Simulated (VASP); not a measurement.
# V (Pm-3n) in VASP: single point with PBEsol

Aim: the single point of V with PBEsol.

Program: VASP 6.6.1. These are calculated values, not measurements. Logs are shortened: lines on timing, memory, paths and dates and some standing lists are left out, and cuts for length are marked.

### Step 1. The cell of the first run

The structure is cubic, space group Pm-3n (No. 223). Conventional cell: a = 4.728 Å, b = 4.728 Å, c = 4.728 Å, α = 90.00°, β = 90.00°, γ = 90.00°. V (site symmetry m-3) has 12 V at 2.64 Å within 3.5 Å. V (site symmetry -4m2) has 14 V at 2.36 to 2.90 Å within 3.1 Å.

### Step 2. Single point, PBEsol

INCAR

```
SYSTEM = V
PREC = Accurate ; ENCUT = 520
EDIFF = 1E-6 ; ISMEAR = -1
SIGMA = 0.1 ; LREAL = .False.
LASPH = .True. ; NELM = 60
ALGO = Normal ; ISIF = 2
LWAVE = .False. ; LCHARG = .True.
GGA = PS ; LELF = .True.
LVHAR = .True. ; NBANDS = 62
```

KPOINTS

```
regular mesh
0
Gamma
  7 7 7
  0 0 0
```

POSCAR

```
V
1.0
    4.7283190912      0.0000000000      0.0000000000
    0.0000000000      4.7283190912      0.0000000000
    0.0000000000      0.0000000000      4.7283190912
V
8
Direct
    1.0000000000      1.0000000000      0.0000000000
    0.5000000000      0.5000000000      0.5000000000
    0.2500000000      1.0000000000      0.5000000000
    0.7500000000      1.0000000000      0.5000000000
    0.5000000000      0.2500000000      0.0000000000
    0.5000000000      0.7500000000      0.0000000000
    0.0000000000      0.5000000000      0.2500000000
    0.0000000000      0.5000000000      0.7500000000
```

Potentials or basis: VASP PAW PBE potentials, release 64 (V_sv).

Run with:

```bash
cat potpaw_PBE.64/V_sv/POTCAR > POTCAR
mpirun -np 1 vasp_std > vasp.out
```

OUTCAR:

```text
SYSTEM = V
   PREC = Accurate
   ENCUT = 520
   EDIFF = 1E-6
   ISMEAR = -1
   LREAL = .False.
   LASPH = .True.
   NELM = 60
   ISIF = 2
   GGA = PS

 ion  position               nearest neighbor table
   1  0.000  0.000  0.000-   3 2.64   4 2.64   5 2.64   6 2.64   7 2.64   8 2.64   3 2.64   4 2.64
                             7 2.64   8 2.64   5 2.64   6 2.64
   2  0.500  0.500  0.500-   3 2.64   4 2.64   5 2.64   6 2.64   7 2.64   8 2.64   5 2.64   6 2.64
                             3 2.64   4 2.64   7 2.64   8 2.64
   3  0.250  0.000  0.500-   4 2.36   4 2.36   1 2.64   1 2.64   2 2.64   2 2.64   8 2.90   5 2.90
                             5 2.90   6 2.90   6 2.90   7 2.90   8 2.90   7 2.90
   4  0.750  0.000  0.500-   3 2.36   3 2.36   1 2.64   1 2.64   2 2.64   2 2.64   8 2.90   5 2.90
                             5 2.90   6 2.90   6 2.90   7 2.90   8 2.90   7 2.90
   5  0.500  0.250  0.000-   6 2.36   6 2.36   1 2.64   2 2.64   2 2.64   1 2.64   8 2.90   4 2.90
                             3 2.90   4 2.90   3 2.90   7 2.90   7 2.90   8 2.90
   6  0.500  0.750  0.000-   5 2.36   5 2.36   1 2.64   2 2.64   2 2.64   1 2.64   8 2.90   4 2.90
                             3 2.90   4 2.90   3 2.90   7 2.90   7 2.90   8 2.90
   7  0.000  0.500  0.250-   8 2.36   8 2.36   1 2.64   2 2.64   1 2.64   2 2.64   3 2.90   4 2.90
                             5 2.90   3 2.90   4 2.90   6 2.90   5 2.90   6 2.90
   8  0.000  0.500  0.750-   7 2.36   7 2.36   1 2.64   2 2.64   1 2.64   2 2.64   3 2.90   4 2.90
                             5 2.90   3 2.90   4 2.90   6 2.90   5 2.90   6 2.90

  LATTYP: Found a simple cubic cell.
 ALAT       =     4.7283190912

  Lattice vectors:

 A1 = (   4.7283190912,   0.0000000000,   0.0000000000)
 A2 = (   0.0000000000,   4.7283190912,   0.0000000000)
 A3 = (   0.0000000000,   0.0000000000,   4.7283190912)

Analysis of symmetry for initial positions (statically):
=====================================================================
 Subroutine PRICEL returns:
 Original cell was already a primitive cell.

 Routine SETGRP: Setting up the symmetry group for a
 simple cubic supercell.

 Subroutine GETGRP returns: Found 48 space group operations
 (whereof 24 operations were pure point group operations)
 out of a pool of 48 trial point group operations.

The static configuration has the point symmetry T_h .
 The point group associated with its full space group is O_h .

Analysis of symmetry for dynamics (positions and initial velocities):
=====================================================================
 Subroutine PRICEL returns:
 Original cell was already a primitive cell.

 Routine SETGRP: Setting up the symmetry group for a
 simple cubic supercell.

 Subroutine GETGRP returns: Found 48 space group operations
 (whereof 24 operations were pure point group operations)
 out of a pool of 48 trial point group operations.

The dynamic configuration has the point symmetry T_h .
 The point group associated with its full space group is O_h .

 Subroutine INISYM returns: Found 48 space group operations
 (whereof 24 operations are pure point group operations),
 and found     1 'primitive' translations

----------------------------------------------------------------------------------------

                                     Primitive cell

  volume of cell :     105.7110

  direct lattice vectors                    reciprocal lattice vectors
     4.728319091  0.000000000  0.000000000     0.211491649  0.000000000  0.000000000
     0.000000000  4.728319091  0.000000000     0.000000000  0.211491649  0.000000000
     0.000000000  0.000000000  4.728319091     0.000000000  0.000000000  0.211491649

  length of vectors
     4.728319091  4.728319091  4.728319091     0.211491649  0.211491649  0.211491649

  position of ions in fractional coordinates (direct lattice)
     0.000000000  0.000000000  0.000000000
     0.500000000  0.500000000  0.500000000
     0.250000000  0.000000000  0.500000000
     0.750000000  0.000000000  0.500000000
     0.500000000  0.250000000  0.000000000
     0.500000000  0.750000000  0.000000000
     0.000000000  0.500000000  0.250000000
     0.000000000  0.500000000  0.750000000

  ion indices of the primitive-cell ions
   primitive index   ion index
                 1           1
                 2           2
                 3           3
                 4           4
                 5           5
                 6           6
                 7           7
                 8           8

----------------------------------------------------------------------------------------

 KPOINTS: regular mesh

Automatic generation of k-mesh.
 Grid dimensions read from file:
 generate k-points for:    7    7    7

 Generating k-lattice:

  Cartesian coordinates                     Fractional coordinates (reciprocal lattice)
     0.030213093  0.000000000  0.000000000     0.142857143  0.000000000  0.000000000
     0.000000000  0.030213093  0.000000000     0.000000000  0.142857143  0.000000000
     0.000000000  0.000000000  0.030213093     0.000000000  0.000000000  0.142857143

  Length of vectors
     0.030213093  0.030213093  0.030213093

  Shift w.r.t. Gamma in fractional coordinates (k-lattice)
     0.000000000  0.000000000  0.000000000

 Subroutine IBZKPT returns following result:
 ===========================================

 Found     20 irreducible k-points:

 Following reciprocal coordinates:
            Coordinates               Weight
  0.000000  0.000000  0.000000      1.000000
  0.142857  0.000000  0.000000      6.000000
  0.285714  0.000000  0.000000      6.000000
  0.428571  0.000000  0.000000      6.000000
  0.142857  0.142857  0.000000     12.000000
  0.285714  0.142857  0.000000     24.000000
[... 12 lines left out ...]
  0.428571  0.428571  0.285714     24.000000
  0.428571  0.428571  0.428571      8.000000
   k-points           NKPTS =     20   k-points in BZ     NKDIM =     20   number of bands    NBANDS=     62
   number of dos      NEDOS =    301   number of ions     NIONS =      8
   total plane-waves  NPLWV =  46656
   dimension x,y,z NGX =    36 NGY =   36 NGZ =   36
   dimension x,y,z NGXF=    72 NGYF=   72 NGZF=   72
   ions per type =               8
   NGX,Y,Z   is equivalent  to a cutoff of  12.66, 12.66, 12.66 a.u.
   NGXF,Y,Z  is equivalent  to a cutoff of  25.31, 25.31, 25.31 a.u.
 SYSTEM =  V
   PREC   = accura    normal or accurate (medium, high low for compatibility)
   ISTART =      0    job   : 0-new  1-cont  2-samecut
   ICHARG =      2    charge: 1-file 2-atom 10-const
   ISPIN  =      1    spin polarized calculation?
   LNONCOLLINEAR =      F non collinear calculations
   LSORBIT =      F    spin-orbit coupling
   LASPH  =      T    aspherical Exc in radial PAW
   ENCUT  =  520.0 eV  38.22 Ry    6.18 a.u.   8.79  8.79  8.79*2*pi/ulx,y,z
   NELM   =     60;   NELMIN=  2; NELMDL= -5     # of ELM steps
   EDIFF  = 0.1E-05   stopping-criterion for ELM
   LREAL  =      F    real-space projection
[... 7 lines left out ...]
   TEBEG  =    0.0;   TEEND  =   0.0 temperature during run
   PSTRESS=    0.0 pullay stress
   NELECT =     104.0000    total number of electrons
   NUPDOWN=      -1.0000    fix difference up-down
   EMIN   =  10.00;   EMAX   =-10.00  energy-range for DOS
   EFERMI =   0.00;   METHOD = LEGACY
   ISMEAR =    -1;   SIGMA  =   0.10  broadening in eV -4-tet -1-fermi 0-gaus
   EFERMI_NEDOS =   21; number of points for ismear=-14 and -15
   IALGO  =     38    algorithm
   IMIX   =      4    mixing-type and parameters
     AMIX     =   0.40;   BMIX     =  1.00
     AMIX_MAG =   1.60;   BMIX_MAG =  1.00
  volume/ion in A,a.u.               =      13.21        89.17
  Fermi-wavevector in a.u.,A,eV,Ry     =   1.628218  3.076886 36.070313  2.651093
  Thomas-Fermi vector in A             =   2.720885
   LORBIT       =      0    0 simple, 1 ext, 2 COOP (PROOUT), +10 PAW based schemes
   GGA     = PS    functional components
   LHFCALC =     F    Hartree Fock is set to
   AEXX    =    0.0000 exact exchange contribution
   IVDW    =     0    specifies the selected vdW correction
   LEPSILON=     F    determine dielectric tensor
   LRPA    =     F    only Hartree local field effects (RPA)
 non-spin polarized calculation
  energy-cutoff  :      520.00
  volume of cell :      105.71
 maximum number of plane-waves:      2897
 NGX is ok and might be reduce to    36
   NGX = 17   NGY = 17   NGZ = 17

 number of electron     104.0000131 magnetization

 Free energy of the ion-electron system (eV)
  ---------------------------------------------------
  ext. energy  EPLUGINS =         0.00000000
  ---------------------------------------------------
  free energy    TOTEN  =       -76.81350029 eV

  energy without entropy =      -76.45617656  energy(sigma->0) =      -76.63483842

 E-fermi :   9.8186     XC(G=0): -13.1613

 val. band max:        9.8157340076   @ k =   0.0000   0.0000   0.0000
 cond. band min:       9.8287579355   @ k =   0.1429   0.0000   0.0000
 fundamental gap:      0.0130239279
 Fermi energy:         9.8186447348

 k-point     1 :       0.0000    0.0000    0.0000
  band No.  band energies     occupation
      1     -53.7494      2.00000
      2     -53.5960      2.00000
      3     -53.5960      2.00000
      4     -53.5684      2.00000
      5     -53.4869      2.00000
      6     -53.3899      2.00000
[... 54 lines left out ...]
     61      11.8580      0.00000
     62      11.8582      0.00000

 k-point     2 :       0.1429    0.0000    0.0000
  band No.  band energies     occupation
      1     -53.7407      2.00000
      2     -53.5997      2.00000
      3     -53.5886      2.00000
      4     -53.5688      2.00000
      5     -53.4895      2.00000
      6     -53.3998      2.00000
[... 1159 lines left out ...]
     61      12.0204      0.00000
     62      12.0787      0.00000

 k-point    20 :       0.4286    0.4286    0.4286
  band No.  band energies     occupation
      1     -53.5799      2.00000
      2     -53.5719      2.00000
      3     -53.5293      2.00000
      4     -53.5293      2.00000
      5     -53.5278      2.00000
      6     -53.4825      2.00000
[... 54 lines left out ...]
     61      12.0628      0.00000
     62      12.0628      0.00000

------------------------ aborting loop because EDIFF is reached ----------------------------------------

  FORCE on cell =-STRESS in cart. coord.  units (eV):
  Direction    XX          YY          ZZ          XY          YZ          ZX
  --------------------------------------------------------------------------------------
  -------------------------------------------------------------------------------------
  Total        0.1960812      0.1960812      0.1960812      0.0000000     -0.0000000     -0.0000000
  in kB        2.9718460      2.9718460      2.9718460      0.0000000     -0.0000000     -0.0000000
  external PRESSURE =       2.9718460 kB  Pullay stress =       0.0000000 kB

 VOLUME and BASIS-vectors are now :
 -----------------------------------------------------------------------------
  energy-cutoff  :      520.00
  volume of cell :      105.71
      direct lattice vectors                 reciprocal lattice vectors
     4.728319091  0.000000000  0.000000000     0.211491649  0.000000000  0.000000000
     0.000000000  4.728319091  0.000000000     0.000000000  0.211491649  0.000000000
     0.000000000  0.000000000  4.728319091     0.000000000  0.000000000  0.211491649

 POSITION                                       TOTAL-FORCE (eV/Angst)
 -----------------------------------------------------------------------------------
      0.00000      0.00000      0.00000         0.000000     -0.000000      0.000000
      2.36416      2.36416      2.36416         0.000000     -0.000000      0.000000
      1.18208      0.00000      2.36416        -0.000000      0.000000     -0.000000
      3.54624      0.00000      2.36416         0.000000     -0.000000     -0.000000
      2.36416      1.18208      0.00000         0.000000      0.000000      0.000000
      2.36416      3.54624      0.00000        -0.000000     -0.000000     -0.000000
      0.00000      2.36416      1.18208        -0.000000     -0.000000      0.000000
      0.00000      2.36416      3.54624        -0.000000     -0.000000     -0.000000
 -----------------------------------------------------------------------------------
    total drift:                                0.000000      0.000000     -0.000000

  FREE ENERGIE OF THE ION-ELECTRON SYSTEM (eV)
  ---------------------------------------------------
  free  energy   TOTEN  =       -76.8135002858 eV

  energy  without entropy=      -76.4561765589  energy(sigma->0) =      -76.63483842
```

Wall time 2.9 min (1 thread of Intel Xeon Platinum 8259CL at 2.50GHz (Skylake/Cascade Lake), shared host); peak memory 0.24 GiB.

What came out:

| Property | Result |
| --- | --- |
| Free energy | -76.8135 eV |
| Pressure | 0.3 GPa |
| Band gap on the k mesh | zero (bands 52 and 53 overlap by 0.30 eV) |

Caveat: the PAW data sets were made with another functional, which shifts forces and pressure a little.
